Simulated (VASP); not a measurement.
# BiS (Pm-3m) in VASP: single point with PBEsol

Aim: the single point of BiS with PBEsol.

Everything below comes from runs of VASP 6.6.1. Logs are shortened: lines on timing, memory, paths and dates and some standing lists are left out, and cuts for length are marked.

**1. The cell of the first run**

Symmetry: Pm-3m, No. 221, cubic system. Conventional cell: a = 3.522 Å, b = 3.522 Å, c = 3.522 Å, α = 90.00°, β = 90.00°, γ = 90.00°. Bi (site symmetry m-3m) has 8 S at 3.05 Å and 6 Bi at 3.52 Å within 4.0 Å. S (site symmetry m-3m) has 8 Bi at 3.05 Å and 6 S at 3.52 Å within 4.0 Å.

**2. Single point, PBEsol**

Contents of POSCAR:

```
BiS
1.0
    3.5216116037      0.0000000000      0.0000000000
    0.0000000000      3.5216116037      0.0000000000
    0.0000000000      0.0000000000      3.5216116037
Bi S
1 1
Direct
    0.0000000000      0.0000000000      0.0000000000
    0.5000000000      0.5000000000      0.5000000000
```

Contents of INCAR.step1:

```
SYSTEM = BiS
PREC = Accurate
ENCUT = 520
EDIFF = 1E-6
ISMEAR = 0
SIGMA = 0.05
LREAL = .False.
LASPH = .True.
NELM = 100
ALGO = Normal
ISIF = 2
LWAVE = .False.
LCHARG = .True.
GGA = PS
NBANDS = 18
```

Contents of KPOINTS.step1:

```
Automatic mesh
0
Gamma
  10 10 10
  0 0 0
```

Contents of INCAR.step2:

```
SYSTEM = BiS
PREC = Accurate
ENCUT = 520
EDIFF = 1E-6
ISMEAR = -5
SIGMA = 0.05
LREAL = .False.
LASPH = .True.
NELM = 100
ALGO = Normal
ISIF = 2
LWAVE = .False.
LCHARG = .False.
GGA = PS
LORBIT = 11
NBANDS = 18
NEDOS = 1001
ICHARG = 11
```

Contents of KPOINTS.step2:

```
Automatic mesh
0
Gamma
  15 15 15
  0 0 0
```

Potentials or basis: VASP PAW PBE potentials, release 64 (Bi_d, S).

On the command line:

```
cat potpaw_PBE.64/Bi_d/POTCAR potpaw_PBE.64/S/POTCAR > POTCAR
cp INCAR.step1 INCAR
cp KPOINTS.step1 KPOINTS
mpirun -np 1 vasp_std > vasp.out
cp INCAR.step2 INCAR
cp KPOINTS.step2 KPOINTS
mpirun -np 1 vasp_std > vasp.out
```

OUTCAR:

```text
SYSTEM = BiS
   PREC = Accurate
   ENCUT = 520
   EDIFF = 1E-6
   ISMEAR = -5
   LREAL = .False.
   LASPH = .True.
   NELM = 100
   ISIF = 2
   GGA = PS
   LORBIT = 11
   ICHARG = 11

 ion  position               nearest neighbor table
   1  0.000  0.000  0.000-   2 3.05   2 3.05   2 3.05   2 3.05   2 3.05   2 3.05   2 3.05   2 3.05

   2  0.500  0.500  0.500-   1 3.05   1 3.05   1 3.05   1 3.05   1 3.05   1 3.05   1 3.05   1 3.05

  LATTYP: Found a simple cubic cell.
 ALAT       =     3.5216116037

  Lattice vectors:

 A1 = (   3.5216116037,   0.0000000000,   0.0000000000)
 A2 = (   0.0000000000,   3.5216116037,   0.0000000000)
 A3 = (   0.0000000000,   0.0000000000,   3.5216116037)

Analysis of symmetry for initial positions (statically):
=====================================================================
 Subroutine PRICEL returns:
 Original cell was already a primitive cell.

 Routine SETGRP: Setting up the symmetry group for a
 simple cubic supercell.

 Subroutine GETGRP returns: Found 48 space group operations
 (whereof 48 operations were pure point group operations)
 out of a pool of 48 trial point group operations.

The static configuration has the point symmetry O_h .

Analysis of symmetry for dynamics (positions and initial velocities):
=====================================================================
 Subroutine PRICEL returns:
 Original cell was already a primitive cell.

 Routine SETGRP: Setting up the symmetry group for a
 simple cubic supercell.

 Subroutine GETGRP returns: Found 48 space group operations
 (whereof 48 operations were pure point group operations)
 out of a pool of 48 trial point group operations.

The dynamic configuration has the point symmetry O_h .

 Subroutine INISYM returns: Found 48 space group operations
 (whereof 48 operations are pure point group operations),
 and found     1 'primitive' translations

----------------------------------------------------------------------------------------

                                     Primitive cell

  volume of cell :      43.6741

  direct lattice vectors                    reciprocal lattice vectors
     3.521611604  0.000000000  0.000000000     0.283960900  0.000000000  0.000000000
     0.000000000  3.521611604  0.000000000     0.000000000  0.283960900  0.000000000
     0.000000000  0.000000000  3.521611604     0.000000000  0.000000000  0.283960900

  length of vectors
     3.521611604  3.521611604  3.521611604     0.283960900  0.283960900  0.283960900

  position of ions in fractional coordinates (direct lattice)
     0.000000000  0.000000000  0.000000000
     0.500000000  0.500000000  0.500000000

  ion indices of the primitive-cell ions
   primitive index   ion index
                 1           1
                 2           2

----------------------------------------------------------------------------------------

 KPOINTS: Automatic mesh

Automatic generation of k-mesh.
 Grid dimensions read from file:
 generate k-points for:   15   15   15

 Generating k-lattice:

  Cartesian coordinates                     Fractional coordinates (reciprocal lattice)
     0.018930727  0.000000000  0.000000000     0.066666667  0.000000000  0.000000000
     0.000000000  0.018930727  0.000000000     0.000000000  0.066666667  0.000000000
     0.000000000  0.000000000  0.018930727     0.000000000  0.000000000  0.066666667

  Length of vectors
     0.018930727  0.018930727  0.018930727

  Shift w.r.t. Gamma in fractional coordinates (k-lattice)
     0.000000000  0.000000000  0.000000000

 TETIRR: Found   1667 inequivalent tetrahedra from    20250

 Subroutine IBZKPT returns following result:
 ===========================================

 Found    120 irreducible k-points:

 Following reciprocal coordinates:
            Coordinates               Weight
  0.000000  0.000000  0.000000      1.000000
  0.066667  0.000000  0.000000      6.000000
  0.133333  0.000000  0.000000      6.000000
  0.200000  0.000000  0.000000      6.000000
  0.266667  0.000000  0.000000      6.000000
  0.333333  0.000000  0.000000      6.000000
[... 16 lines left out ...]
  0.266667  0.200000  0.000000     24.000000
  0.333333  0.200000  0.000000     24.000000
 [... further k-points ...]
   k-points           NKPTS =    120   k-points in BZ     NKDIM =    120   number of bands    NBANDS=     18
   number of dos      NEDOS =   1001   number of ions     NIONS =      2
   total plane-waves  NPLWV =  21952
   dimension x,y,z NGX =    28 NGY =   28 NGZ =   28
   dimension x,y,z NGXF=    56 NGYF=   56 NGZF=   56
   ions per type =               1   1
   NGX,Y,Z   is equivalent  to a cutoff of  13.22, 13.22, 13.22 a.u.
   NGXF,Y,Z  is equivalent  to a cutoff of  26.44, 26.44, 26.44 a.u.
 SYSTEM =  BiS
   PREC   = accura    normal or accurate (medium, high low for compatibility)
   ISTART =      0    job   : 0-new  1-cont  2-samecut
   ICHARG =     11    charge: 1-file 2-atom 10-const
   ISPIN  =      1    spin polarized calculation?
   LNONCOLLINEAR =      F non collinear calculations
   LSORBIT =      F    spin-orbit coupling
   LASPH  =      T    aspherical Exc in radial PAW
   ENCUT  =  520.0 eV  38.22 Ry    6.18 a.u.   6.55  6.55  6.55*2*pi/ulx,y,z
   NELM   =    100;   NELMIN=  2; NELMDL=  0     # of ELM steps
   EDIFF  = 0.1E-05   stopping-criterion for ELM
   LREAL  =      F    real-space projection
   EDIFFG = 0.1E-04   stopping-criterion for IOM
   NSW    =      0    number of steps for IOM
   IBRION =     -1    ionic relax: 0-MD 1-quasi-New 2-CG
   NFREE  =      0    steps in history (QN), initial steepest desc. (CG)
   ISIF   =      2    stress and relaxation
   ISYM   =      2    0-nonsym 1-usesym 2-fastsym
   POTIM  = 0.5000    time-step for ionic-motion
   TEBEG  =    0.0;   TEEND  =   0.0 temperature during run
   PSTRESS=    0.0 pullay stress
   NELECT =      21.0000    total number of electrons
   NUPDOWN=      -1.0000    fix difference up-down
   EMIN   =  10.00;   EMAX   =-10.00  energy-range for DOS
   EFERMI =   0.00;   METHOD = LEGACY
   ISMEAR =    -5;   SIGMA  =   0.05  broadening in eV -4-tet -1-fermi 0-gaus
   EFERMI_NEDOS =   21; number of points for ismear=-14 and -15
   IALGO  =     38    algorithm
   IMIX   =      4    mixing-type and parameters
     AMIX     =   0.40;   BMIX     =  1.00
     AMIX_MAG =   1.60;   BMIX_MAG =  1.00
  volume/ion in A,a.u.               =      21.84       147.36
  Fermi-wavevector in a.u.,A,eV,Ry     =   1.282547  2.423662 22.380573  1.644926
  Thomas-Fermi vector in A             =   2.414852
   LORBIT       =     11    0 simple, 1 ext, 2 COOP (PROOUT), +10 PAW based schemes
   GGA     = PS    functional components
   LHFCALC =     F    Hartree Fock is set to
   AEXX    =    0.0000 exact exchange contribution
   IVDW    =     0    specifies the selected vdW correction
   LEPSILON=     F    determine dielectric tensor
   LRPA    =     F    only Hartree local field effects (RPA)
 non-spin polarized calculation
 Fermi weights with tetrahedron method with Bloechl corrections
  energy-cutoff  :      520.00
  volume of cell :       43.67
 maximum number of plane-waves:      1201
 NGX is ok and might be reduce to    28

 number of electron      21.0000010 magnetization

 Free energy of the ion-electron system (eV)
  ---------------------------------------------------
  ext. energy  EPLUGINS =         0.00000000
  ---------------------------------------------------
  free energy    TOTEN  =        -8.84252155 eV

  energy without entropy =       -8.84252155  energy(sigma->0) =       -8.84252155

 E-fermi :   8.9762     XC(G=0): -11.0679

 val. band max:        8.9492806134   @ k =   0.4667   0.4667   0.2000
 cond. band min:       8.8909771237   @ k =   0.4667   0.4667   0.2667
 fundamental gap:     -0.0583034897
 Fermi energy:         8.9761550186

 k-point     1 :       0.0000    0.0000    0.0000
  band No.  band energies     occupation
      1     -14.7508      2.00000
      2     -14.7508      2.00000
      3     -14.5917      2.00000
      4     -14.5917      2.00000
      5     -14.5917      2.00000
      6      -6.8296      2.00000
[... 10 lines left out ...]
     17      20.5139      0.00000
     18      20.5316      0.00000

 k-point     2 :       0.0667    0.0000    0.0000
  band No.  band energies     occupation
      1     -14.7505      2.00000
      2     -14.7452      2.00000
      3     -14.5936      2.00000
      4     -14.5936      2.00000
      5     -14.5916      2.00000
      6      -6.7810      2.00000
[... 10 lines left out ...]
     17      20.3670      0.00000
     18      20.5168      0.00000

 k-point     3 :       0.1333    0.0000    0.0000
  band No.  band energies     occupation
      1     -14.7497      2.00000
      2     -14.7292      2.00000
      3     -14.5988      2.00000
      4     -14.5988      2.00000
      5     -14.5911      2.00000
      6      -6.6360      2.00000
[... 10 lines left out ...]
     17      20.2232      0.00000
     18      20.4820      0.00000

 k-point     4 :       0.2000    0.0000    0.0000
  band No.  band energies     occupation
      1     -14.7485      2.00000
      2     -14.7057      2.00000
      3     -14.6066      2.00000
      4     -14.6066      2.00000
      5     -14.5903      2.00000
      6      -6.3965      2.00000
[... 10 lines left out ...]
     17      20.1943      0.00000
     18      20.2118      0.00000

 k-point     5 :       0.2667    0.0000    0.0000
  band No.  band energies     occupation
      1     -14.7472      2.00000
      2     -14.6787      2.00000
      3     -14.6154      2.00000
      4     -14.6154      2.00000
      5     -14.5895      2.00000
      6      -6.0673      2.00000
[... 10 lines left out ...]
     17      20.4116      0.00000
     18      20.4462      0.00000

 k-point     6 :       0.3333    0.0000    0.0000
  band No.  band energies     occupation
      1     -14.7459      2.00000
      2     -14.6528      2.00000
      3     -14.6239      2.00000
      4     -14.6239      2.00000
      5     -14.5887      2.00000
      6      -5.6582      2.00000
[... 10 lines left out ...]
     17      20.5146      0.00000
     18      20.8130      0.00000

 k-point     7 :       0.4000    0.0000    0.0000
  band No.  band energies     occupation
      1     -14.7449      2.00000
      2     -14.6326      2.00000
      3     -14.6305      2.00000
      4     -14.6305      2.00000
      5     -14.5880      2.00000
      6      -5.1946      2.00000
[... 10 lines left out ...]
     17      20.5066      0.00000
     18      21.3572      0.00000

 k-point     8 :       0.4667    0.0000    0.0000
  band No.  band energies     occupation
      1     -14.7443      2.00000
      2     -14.6341      2.00000
      3     -14.6341      2.00000
      4     -14.6216      2.00000
      5     -14.5877      2.00000
      6      -4.7750      2.00000
[... 10 lines left out ...]
     17      21.0920      0.00000
     18      21.9806      0.00000
[... 229 lines left out ...]
     17      18.8883      0.00000
     18      19.6497      0.00000

 k-point    20 :       0.4000    0.1333    0.0000
  band No.  band energies     occupation
      1     -14.7295      2.00000
      2     -14.6411      2.00000
      3     -14.6295      2.00000
      4     -14.6245      2.00000
      5     -14.5948      2.00000
      6      -5.0317      2.00000
[... 10 lines left out ...]
     17      19.5371      0.00000
     18      19.9851      0.00000

 k-point    21 :       0.4667    0.1333    0.0000
  band No.  band energies     occupation
      1     -14.7289      2.00000
      2     -14.6451      2.00000
      3     -14.6330      2.00000
      4     -14.6135      2.00000
      5     -14.5944      2.00000
      6      -4.6356      2.00000
[... 10 lines left out ...]
     17      20.0099      0.00000
     18      20.7976      0.00000

 k-point    22 :       0.2000    0.2000    0.0000
  band No.  band energies     occupation
      1     -14.7255      2.00000
      2     -14.6808      2.00000
      3     -14.6243      2.00000
      4     -14.6055      2.00000
      5     -14.6042      2.00000
      6      -5.9742      2.00000
[... 10 lines left out ...]
     17      18.3677      0.00000
     18      21.5945      0.00000

 k-point    23 :       0.2667    0.2000    0.0000
  band No.  band energies     occupation
      1     -14.7201      2.00000
      2     -14.6574      2.00000
      3     -14.6348      2.00000
      4     -14.6136      2.00000
      5     -14.6038      2.00000
      6      -5.6563      2.00000
[... 10 lines left out ...]
     17      18.1472      0.00000
     18      20.7435      0.00000

 k-point    24 :       0.3333    0.2000    0.0000
  band No.  band energies     occupation
      1     -14.7170      2.00000
      2     -14.6448      2.00000
      3     -14.6330      2.00000
      4     -14.6219      2.00000
      5     -14.6028      2.00000
      6      -5.2666      2.00000
[... 10 lines left out ...]
     17      18.5758      0.00000
     18      20.0320      0.00000

 [... further k-points ...]
[... 5 lines left out ...]
  --------------------------------------------------------------------------------------
  -------------------------------------------------------------------------------------
  Total        0.0387136      0.0387136      0.0387136      0.0000000      0.0000000      0.0000000
  in kB        1.4202023      1.4202023      1.4202023      0.0000000      0.0000000      0.0000000
  external PRESSURE =       1.4202023 kB  Pullay stress =       0.0000000 kB

 VOLUME and BASIS-vectors are now :
 -----------------------------------------------------------------------------
  energy-cutoff  :      520.00
  volume of cell :       43.67
      direct lattice vectors                 reciprocal lattice vectors
     3.521611604  0.000000000  0.000000000     0.283960900  0.000000000  0.000000000
     0.000000000  3.521611604  0.000000000     0.000000000  0.283960900  0.000000000
     0.000000000  0.000000000  3.521611604     0.000000000  0.000000000  0.283960900

 POSITION                                       TOTAL-FORCE (eV/Angst)
 -----------------------------------------------------------------------------------
      0.00000      0.00000      0.00000         0.000000      0.000000      0.000000
      1.76081      1.76081      1.76081         0.000000      0.000000      0.000000
 -----------------------------------------------------------------------------------
    total drift:                               -0.000000      0.000000      0.000000

  FREE ENERGIE OF THE ION-ELECTRON SYSTEM (eV)
  ---------------------------------------------------
  free  energy   TOTEN  =        -8.8425215467 eV

  energy  without entropy=       -8.8425215467  energy(sigma->0) =       -8.84252155

 total charge

# of ion       s       p       d       tot
------------------------------------------
    1        1.597   1.072   9.957  12.626
    2        1.373   2.239   0.000   3.612
--------------------------------------------------
tot          2.969   3.312   9.957  16.238
```

It took 2 min on 1 thread of Intel Xeon 8259CL, shared host; peak memory 0.21 GiB.

Results:

| Quantity | Value |
| --- | --- |
| Valence electrons inside the program's atomic spheres | Bi 12.63; S 3.61 |

Caveat: the PAW data sets were made with another functional, which shifts forces and pressure a little; spin-orbit coupling is left out, which moves the levels of the heavy elements; tetrahedron occupations give inexact forces and stress in metals.
